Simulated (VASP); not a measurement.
# GaN (P6_3mc) in VASP: notebook

Runs on GaN. Level: r2SCAN. Tasks: single point.

Everything below comes from runs of VASP 6.6.1. Logs are shortened: lines on timing, memory, paths and dates and some standing lists are left out, and cuts for length are marked.

## Step 1: The cell of the first run

It takes space group P6_3mc (No. 186, hexagonal). Conventional cell: a = 3.339 Å, b = 3.339 Å, c = 5.037 Å, α = 90.00°, β = 90.00°, γ = 120.00°. Within 2.5 Å of Ga (site symmetry 3m) lie 4 N at 1.89 to 2.03 Å. N (site symmetry 3m) has 4 Ga at 1.89 to 2.03 Å within 2.5 Å.

## Step 2: Single point, r2SCAN (strain +0.050 along x and y, -0.025 along z)

The input, POSCAR:

```
GaN
1.0
    3.3389996435      0.0000000000      0.0000000000
   -1.6694998218      2.8916585145      0.0000000000
    0.0000000000      0.0000000000      5.0368500000
Ga N
2 2
Direct
    0.3333333333      0.6666666667      0.0000000000
    0.6666666667      0.3333333333      0.5000000000
    0.3333333333      0.6666666667      0.3750000000
    0.6666666667      0.3333333333      0.8750000000
```

The input, INCAR.step1:

```
PREC = Accurate
ENCUT = 520
ISMEAR = 0
SIGMA = 0.05
LREAL = False
LASPH = True
NELM = 80
NBANDS = 26
GGA = PE
ALGO = Normal
EDIFF = 1E-4
LWAVE = True
LCHARG = False
```

The input, INCAR.step2:

```
PREC = Accurate
ENCUT = 520
EDIFF = 1E-6
ISMEAR = 0
SIGMA = 0.05
LREAL = False
LASPH = True
NELM = 80
ALGO = Normal
ISIF = 2
LWAVE = False
LCHARG = True
METAGGA = R2SCAN
LMIXTAU = True
LELF = True
LVHAR = True
NBANDS = 26
ISTART = 1
```

The input, KPOINTS:

```
regular mesh
0
Gamma
  12 12 6
```

Potentials or basis: VASP PAW PBE potentials, release 64 (Ga_d, N).

Command:

```sh
> cat potpaw_PBE.64/Ga_d/POTCAR potpaw_PBE.64/N/POTCAR > POTCAR
> cp INCAR.step1 INCAR
> mpirun -np 1 vasp_std > vasp.out
> cp INCAR.step2 INCAR
> mpirun -np 1 vasp_std > vasp.out
```

OUTCAR:

```text
PREC = Accurate
   ENCUT = 520
   EDIFF = 1E-6
   ISMEAR = 0
   LREAL = False
   LASPH = True
   NELM = 80
   ISIF = 2
   METAGGA = R2SCAN
   ISTART = 1

 ion  position               nearest neighbor table
   1  0.333  0.667  0.000-   3 1.89   4 2.03   4 2.03   4 2.03
   2  0.667  0.333  0.500-   4 1.89   3 2.03   3 2.03   3 2.03
   3  0.333  0.667  0.375-   1 1.89   2 2.03   2 2.03   2 2.03
   4  0.667  0.333  0.875-   2 1.89   1 2.03   1 2.03   1 2.03

  LATTYP: Found a hexagonal cell.
 ALAT       =     3.3389996435
 C/A-ratio  =     1.5084907271

  Lattice vectors:

 A1 = (   3.3389996435,   0.0000000000,   0.0000000000)
 A2 = (  -1.6694998218,   2.8916585145,   0.0000000000)
 A3 = (   0.0000000000,   0.0000000000,   5.0368500000)

Analysis of symmetry for initial positions (statically):
=====================================================================
 Subroutine PRICEL returns:
 Original cell was already a primitive cell.

 Routine SETGRP: Setting up the symmetry group for a
 hexagonal supercell.

 Subroutine GETGRP returns: Found 12 space group operations
 (whereof  6 operations were pure point group operations)
 out of a pool of 24 trial point group operations.

The static configuration has the point symmetry C_3v.
 The point group associated with its full space group is C_6v.

Analysis of symmetry for dynamics (positions and initial velocities):
=====================================================================
 Subroutine PRICEL returns:
 Original cell was already a primitive cell.

 Routine SETGRP: Setting up the symmetry group for a
 hexagonal supercell.

 Subroutine GETGRP returns: Found 12 space group operations
 (whereof  6 operations were pure point group operations)
 out of a pool of 24 trial point group operations.

The dynamic configuration has the point symmetry C_3v.
 The point group associated with its full space group is C_6v.

 Subroutine INISYM returns: Found 12 space group operations
 (whereof  6 operations are pure point group operations),
 and found     1 'primitive' translations

----------------------------------------------------------------------------------------

                                     Primitive cell

  volume of cell :      48.6320

  direct lattice vectors                    reciprocal lattice vectors
[... 90 lines left out ...]
   NELM   =     80;   NELMIN=  2; NELMDL=  0     # of ELM steps
   EDIFF  = 0.1E-05   stopping-criterion for ELM
   LREAL  =      F    real-space projection
   EDIFFG = 0.1E-04   stopping-criterion for IOM
   NSW    =      0    number of steps for IOM
   IBRION =     -1    ionic relax: 0-MD 1-quasi-New 2-CG
   NFREE  =      0    steps in history (QN), initial steepest desc. (CG)
   ISIF   =      2    stress and relaxation
   ISYM   =      2    0-nonsym 1-usesym 2-fastsym
   POTIM  = 0.5000    time-step for ionic-motion
   TEBEG  =    0.0;   TEEND  =   0.0 temperature during run
   PSTRESS=    0.0 pullay stress
   NELECT =      36.0000    total number of electrons
   NUPDOWN=      -1.0000    fix difference up-down
   EMIN   =  10.00;   EMAX   =-10.00  energy-range for DOS
   EFERMI =   0.00;   METHOD = LEGACY
   ISMEAR =     0;   SIGMA  =   0.05  broadening in eV -4-tet -1-fermi 0-gaus
   EFERMI_NEDOS =   21; number of points for ismear=-14 and -15
   IALGO  =     38    algorithm
   IMIX   =      4    mixing-type and parameters
     AMIX     =   0.40;   BMIX     =  1.00
     AMIX_MAG =   1.60;   BMIX_MAG =  1.00
  volume/ion in A,a.u.               =      12.16        82.05
  Fermi-wavevector in a.u.,A,eV,Ry     =   1.480931  2.798554 29.839713  2.193157
  Thomas-Fermi vector in A             =   2.594904
   LORBIT       =      0    0 simple, 1 ext, 2 COOP (PROOUT), +10 PAW based schemes
   METAGGA = R2SCAN    functional components
   LHFCALC =     F    Hartree Fock is set to
   AEXX    =    0.0000 exact exchange contribution
   IVDW    =     0    specifies the selected vdW correction
   LEPSILON=     F    determine dielectric tensor
   LRPA    =     F    only Hartree local field effects (RPA)
 non-spin polarized calculation
 Gauss-broadening in eV      SIGMA  =   0.05
  energy-cutoff  :      520.00
  volume of cell :       48.63
 maximum number of plane-waves:      1332
 NGX is ok and might be reduce to    28
   NGX = 13   NGY = 13   NGZ = 19

 number of electron      36.0000015 magnetization

 Free energy of the ion-electron system (eV)
  ---------------------------------------------------
  ext. energy  EPLUGINS =         0.00000000
  ---------------------------------------------------
  free energy    TOTEN  =       -43.50734101 eV

  energy without entropy =      -43.50734101  energy(sigma->0) =      -43.50734101

 E-fermi :   4.7179     XC(G=0): -12.2646

 val. band max:        4.4430876369   @ k =   0.0000   0.0000   0.0000
 cond. band min:       6.2975955955   @ k =   0.0000   0.0000   0.0000
 fundamental gap:      1.8545079585
 Fermi energy:         4.7179226955

 k-point     1 :       0.0000    0.0000    0.0000
  band No.  band energies     occupation
      1     -11.9034      2.00000
      2     -11.0521      2.00000
      3      -9.4005      2.00000
      4      -9.3827      2.00000
      5      -9.3827      2.00000
      6      -9.3108      2.00000
[... 685 lines left out ...]
     25      16.2185      0.00000
     26      17.4900      0.00000

 [... further k-points ...]

------------------------ aborting loop because EDIFF is reached ----------------------------------------

  FORCE on cell =-STRESS in cart. coord.  units (eV):
  Direction    XX          YY          ZZ          XY          YZ          ZX
  --------------------------------------------------------------------------------------
  -------------------------------------------------------------------------------------
  Total       -5.4953723     -5.4953723      2.9216372      0.0000000      0.0000000      0.0000000
  in kB     -181.0444896   -181.0444896     96.2530440      0.0000000      0.0000000      0.0000000
  external PRESSURE =     -88.6119784 kB  Pullay stress =       0.0000000 kB

 VOLUME and BASIS-vectors are now :
 -----------------------------------------------------------------------------
  energy-cutoff  :      520.00
  volume of cell :       48.63
      direct lattice vectors                 reciprocal lattice vectors
     3.338999643  0.000000000  0.000000000     0.299490898  0.172911150  0.000000000
    -1.669499822  2.891658514  0.000000000     0.000000000  0.345822301  0.000000000
     0.000000000  0.000000000  5.036850000     0.000000000  0.000000000  0.198536784

 POSITION                                       TOTAL-FORCE (eV/Angst)
 -----------------------------------------------------------------------------------
     -0.00000      1.92777      0.00000         0.000000      0.000000     -0.932613
      1.66950      0.96389      2.51843        -0.000000      0.000000     -0.932613
     -0.00000      1.92777      1.88882        -0.000000      0.000000      0.932613
      1.66950      0.96389      4.40724        -0.000000      0.000000      0.932613
 -----------------------------------------------------------------------------------
    total drift:                                0.000000      0.000001      0.001833

  FREE ENERGIE OF THE ION-ELECTRON SYSTEM (eV)
  ---------------------------------------------------
  free  energy   TOTEN  =       -43.5073410063 eV

  energy  without entropy=      -43.5073410063  energy(sigma->0) =      -43.50734101
```

OUTCAR.step1:

```text
PREC = Accurate
   ENCUT = 520
   ISMEAR = 0
   LREAL = False
   LASPH = True
[... 927 lines left out ...]
     -0.00000      1.92777      0.00000        -0.000000      0.000000     -0.915315
      1.66950      0.96389      2.51843        -0.000000     -0.000000     -0.915315
     -0.00000      1.92777      1.88882         0.000000     -0.000000      0.915315
      1.66950      0.96389      4.40724        -0.000000      0.000000      0.915315
 -----------------------------------------------------------------------------------
    total drift:                               -0.000000     -0.000000     -0.003642

  FREE ENERGIE OF THE ION-ELECTRON SYSTEM (eV)
  ---------------------------------------------------
  free  energy   TOTEN  =       -24.0916247909 eV

  energy  without entropy=      -24.0916247909  energy(sigma->0) =      -24.09162479
```

Run time: 5.5 min. Hardware: 1 thread of Intel Xeon Platinum 8259CL at 2.50GHz (Skylake/Cascade Lake), shared host; peak memory 0.23 GiB.

Results:

```
Free energy            : -43.5073 eV
Pressure               : -8.9 GPa
Largest force          : 0.933 eV/Å
Band gap on the k mesh : 1.85 eV, direct
```

Forces in eV/Å, atoms in the order of the input:
```
Ga   0.000  0.000 -0.933
Ga   0.000  0.000 -0.933
N    0.000  0.000  0.933
N    0.000  0.000  0.933
```

Caveat: the cell differs from its parent crystal (strain +0.050 along x and y, -0.025 along z); the PAW data sets were made with another functional, which shifts forces and pressure a little.

## Step 3: Single point, r2SCAN (strain +0.025 along x and y, +0.025 along z)

The input, POSCAR:

```
GaN
1.0
    3.2594996520      0.0000000000      0.0000000000
   -1.6297498260      2.8228095022      0.0000000000
    0.0000000000      0.0000000000      5.2951500000
Ga N
2 2
Direct
    0.3333333333      0.6666666667      0.0000000000
    0.6666666667      0.3333333333      0.5000000000
    0.3333333333      0.6666666667      0.3750000000
    0.6666666667      0.3333333333      0.8750000000
```

The input, INCAR.step1:

```
SYSTEM = GaN
ALGO = Normal
EDIFF = 1E-4
ENCUT = 520
GGA = PE
ISMEAR = 0
LASPH = .TRUE.
LCHARG = .FALSE.
LREAL = .FALSE.
LWAVE = .TRUE.
NBANDS = 26
NELM = 100
PREC = Accurate
SIGMA = 0.05
```

The input, INCAR.step2:

```
SYSTEM = GaN
ALGO = Normal
EDIFF = 1E-7
ENCUT = 520
ISIF = 2
ISMEAR = 0
ISTART = 1
LASPH = .TRUE.
LCHARG = .TRUE.
LELF = .TRUE.
LMIXTAU = .TRUE.
LREAL = .FALSE.
LVHAR = .TRUE.
LWAVE = .FALSE.
METAGGA = R2SCAN
NBANDS = 26
NELM = 100
PREC = Accurate
SIGMA = 0.05
```

The input, KPOINTS:

```
k-points
0
G
  12 12 6
  0 0 0
```

Potentials or basis: VASP PAW PBE potentials, release 64 (Ga_d, N).

Command:

```sh
> cat potpaw_PBE.64/Ga_d/POTCAR potpaw_PBE.64/N/POTCAR > POTCAR
> cp INCAR.step1 INCAR
> mpirun -np 1 vasp_std > vasp.out
> cp INCAR.step2 INCAR
> mpirun -np 1 vasp_std > vasp.out
```

OUTCAR:

```text
SYSTEM = GaN
   EDIFF = 1E-7
   ENCUT = 520
   ISIF = 2
   ISMEAR = 0
   ISTART = 1
   LASPH = .TRUE.
   LREAL = .FALSE.
   METAGGA = R2SCAN
   NELM = 100
   PREC = Accurate

 ion  position               nearest neighbor table
   1  0.333  0.667  0.000-   3 1.99   4 1.99   4 1.99   4 1.99
   2  0.667  0.333  0.500-   4 1.99   3 1.99   3 1.99   3 1.99
   3  0.333  0.667  0.375-   1 1.99   2 1.99   2 1.99   2 1.99
   4  0.667  0.333  0.875-   2 1.99   1 1.99   1 1.99   1 1.99

  LATTYP: Found a hexagonal cell.
 ALAT       =     3.2594996520
 C/A-ratio  =     1.6245284753

  Lattice vectors:

 A1 = (   3.2594996520,   0.0000000000,   0.0000000000)
 A2 = (  -1.6297498260,   2.8228095022,   0.0000000000)
 A3 = (   0.0000000000,   0.0000000000,   5.2951500000)

Analysis of symmetry for initial positions (statically):
=====================================================================
 Subroutine PRICEL returns:
 Original cell was already a primitive cell.

 Routine SETGRP: Setting up the symmetry group for a
 hexagonal supercell.

[... 166 lines left out ...]
  ext. energy  EPLUGINS =         0.00000000
  ---------------------------------------------------
  free energy    TOTEN  =       -43.71682188 eV

  energy without entropy =      -43.71682188  energy(sigma->0) =      -43.71682188

 E-fermi :   4.6427     XC(G=0): -12.2635

 val. band max:        4.3882276819   @ k =   0.0000   0.0000   0.0000
 cond. band min:       6.2488708456   @ k =   0.0000   0.0000   0.0000
 fundamental gap:      1.8606431636
 Fermi energy:         4.6426843459

 k-point     1 :       0.0000    0.0000    0.0000
  band No.  band energies     occupation
      1     -11.8608      2.00000
      2     -11.0607      2.00000
      3      -9.4240      2.00000
      4      -9.4051      2.00000
      5      -9.4051      2.00000
      6      -9.3489      2.00000
[... 685 lines left out ...]
     25      16.0971      0.00000
     26      17.7522      0.00000

 [... further k-points ...]
[... 5 lines left out ...]
  --------------------------------------------------------------------------------------
  -------------------------------------------------------------------------------------
  Total       -3.4319977     -3.4319977     -2.9534760      0.0000000      0.0000000      0.0000000
  in kB     -112.8617521   -112.8617521    -97.1254979      0.0000000      0.0000000      0.0000000
  external PRESSURE =    -107.6163340 kB  Pullay stress =       0.0000000 kB

 VOLUME and BASIS-vectors are now :
 -----------------------------------------------------------------------------
  energy-cutoff  :      520.00
  volume of cell :       48.72
      direct lattice vectors                 reciprocal lattice vectors
     3.259499652  0.000000000  0.000000000     0.306795554  0.177128495  0.000000000
    -1.629749826  2.822809502  0.000000000     0.000000000  0.354256991  0.000000000
     0.000000000  0.000000000  5.295150000     0.000000000  0.000000000  0.188852063

 POSITION                                       TOTAL-FORCE (eV/Angst)
 -----------------------------------------------------------------------------------
     -0.00000      1.88187      0.00000        -0.000000      0.000000     -0.119893
      1.62975      0.94094      2.64757         0.000000     -0.000000     -0.119893
     -0.00000      1.88187      1.98568        -0.000000      0.000000      0.119893
      1.62975      0.94094      4.63326        -0.000000     -0.000000      0.119893
 -----------------------------------------------------------------------------------
    total drift:                                0.000002      0.000003      0.010882

  FREE ENERGIE OF THE ION-ELECTRON SYSTEM (eV)
  ---------------------------------------------------
  free  energy   TOTEN  =       -43.7168218752 eV

  energy  without entropy=      -43.7168218752  energy(sigma->0) =      -43.71682188
```

OSZICAR.step1:

```text
N       E                     dE             d eps       ncg     rms          rms(c)
DAV:   1     0.281155528562E+03    0.28116E+03   -0.17649E+04  4218   0.253E+03
DAV:   2     0.895393306894E+01   -0.27220E+03   -0.25704E+03  4328   0.490E+02
DAV:   3    -0.268375046320E+02   -0.35791E+02   -0.35161E+02  4672   0.143E+02
DAV:   4    -0.280939530617E+02   -0.12564E+01   -0.12500E+01  4732   0.287E+01
DAV:   5    -0.281214681874E+02   -0.27515E-01   -0.27481E-01  4828   0.409E+00    0.106E+01
DAV:   6    -0.242366634818E+02    0.38848E+01   -0.10119E+01  6498   0.467E+01    0.311E+00
DAV:   7    -0.243163720869E+02   -0.79709E-01   -0.12630E+00  4166   0.905E+00    0.264E+00
DAV:   8    -0.243118613481E+02    0.45107E-02   -0.16831E-01  6510   0.452E+00    0.914E-01
DAV:   9    -0.242974860960E+02    0.14375E-01   -0.40964E-02  6048   0.327E+00    0.421E-01
DAV:  10    -0.242979325429E+02   -0.44645E-03   -0.70838E-03  4166   0.486E-01    0.110E-01
DAV:  11    -0.242979406355E+02   -0.80927E-05   -0.13467E-04  3630   0.226E-01
   1 F= -.24297941E+02 E0= -.24297941E+02  d E =-.335702E-15
```

Run time: 4.1 min. Hardware: 1 thread of Intel Xeon Platinum 8259CL at 2.50GHz (Skylake/Cascade Lake), shared host; peak memory 0.22 GiB.

Results:

```
Free energy            : -43.7168 eV
Pressure               : -10.8 GPa
Largest force          : 0.120 eV/Å
Band gap on the k mesh : 1.86 eV, direct
```

Forces in eV/Å, atoms in the order of the input:
```
Ga   0.000  0.000 -0.120
Ga   0.000  0.000 -0.120
N    0.000  0.000  0.120
N    0.000  0.000  0.120
```

Stress tensor (GPa, compression positive):
```
-11.29   0.00   0.00
  0.00 -11.29   0.00
  0.00   0.00  -9.71
```

Caveat: the cell differs from its parent crystal (strain +0.025 along x and y, +0.025 along z); the PAW data sets were made with another functional, which shifts forces and pressure a little.

## Step 4: Single point, r2SCAN (strain +0.050 along x and y, +0.000 along z)

The input, POSCAR:

```
GaN
1.0
    3.3389996435      0.0000000000      0.0000000000
   -1.6694998218      2.8916585145      0.0000000000
    0.0000000000      0.0000000000      5.1660000000
Ga N
2 2
Direct
    0.3333333333      0.6666666667      0.0000000000
    0.6666666667      0.3333333333      0.5000000000
    0.3333333333      0.6666666667      0.3750000000
    0.6666666667      0.3333333333      0.8750000000
```

The input, INCAR.step1:

```
SYSTEM = GaN
ALGO     = Normal         ! electronic algorithm
EDIFF    = 1E-4           ! SCF threshold, eV
ENCUT    = 520            ! plane-wave cutoff, eV
GGA      = PE             ! functional
ISMEAR   = 0              ! smearing method
LASPH    = .TRUE.         ! aspherical terms in the spheres
LCHARG   = .FALSE.        ! write CHGCAR
LREAL    = .FALSE.        ! projectors in reciprocal space
LWAVE    = .TRUE.         ! write WAVECAR
NBANDS   = 26             ! bands
NELM     = 80             ! most SCF steps
PREC     = Accurate       ! precision mode
SIGMA    = 0.05           ! smearing width, eV
```

The input, INCAR.step2:

```
SYSTEM = GaN
ALGO     = Normal         ! electronic algorithm
EDIFF    = 1E-6           ! SCF threshold, eV
ENCUT    = 520            ! plane-wave cutoff, eV
ISIF     = 2              ! what is computed and relaxed
ISMEAR   = 0              ! smearing method
ISTART   = 1            
LASPH    = .TRUE.         ! aspherical terms in the spheres
LCHARG   = .FALSE.        ! write CHGCAR
LMIXTAU  = .TRUE.       
LREAL    = .FALSE.        ! projectors in reciprocal space
LWAVE    = .FALSE.        ! write WAVECAR
METAGGA  = R2SCAN         ! meta-GGA
NBANDS   = 26             ! bands
NELM     = 80             ! most SCF steps
PREC     = Accurate       ! precision mode
SIGMA    = 0.05           ! smearing width, eV
```

KPOINTS is that of step 3.

Command:

```sh
> cat potpaw_PBE.64/Ga_d/POTCAR potpaw_PBE.64/N/POTCAR > POTCAR
> cp INCAR.step1 INCAR
> mpirun -np 1 vasp_std > vasp.out
> cp INCAR.step2 INCAR
> mpirun -np 1 vasp_std > vasp.out
```

Wall time 6.1 min (1 thread of Intel Xeon Platinum 8259CL at 2.50GHz (Skylake/Cascade Lake), shared host); peak memory 0.23 GiB.

It converged, with:

```
Free energy            : -43.5356 eV
Pressure               : -13.4 GPa
Largest force          : 0.502 eV/Å
Band gap on the k mesh : 1.71 eV, direct
```

Forces on the atoms (eV/Å):
```
Ga   0.000  0.000 -0.502
Ga   0.000  0.000 -0.502
N    0.000  0.000  0.502
N    0.000  0.000  0.502
```

Stress tensor (GPa, compression positive):
```
-19.01   0.00   0.00
  0.00 -19.01   0.00
  0.00   0.00  -2.09
```

Levels at points of the mesh, in eV from the valence-band top:
```
           k point  band 14  band 15  band 16  band 17  band 18  band 19  band 20  band 21  band 22  band 23
(0.00, 0.00, 0.00)    -1.20    -1.20    -0.05    -0.05     0.00     1.71     3.75     9.61     9.61     9.73
(0.50, 0.00, 0.00)    -4.87    -4.00    -2.72    -2.08    -0.84     4.93     5.51     6.60     8.65    10.35
(0.00, 0.00, 0.50)    -3.63    -0.64    -0.64    -0.64    -0.64     3.98     3.98     8.93     8.93    10.13
(0.50, 0.00, 0.50)    -6.26    -1.87    -1.87    -1.65    -1.65     4.61     4.61     7.95     7.95    10.22
```

Caveat: the cell differs from its parent crystal (strain +0.050 along x and y, +0.000 along z); the PAW data sets were made with another functional, which shifts forces and pressure a little.

[end of part 1 of 2]
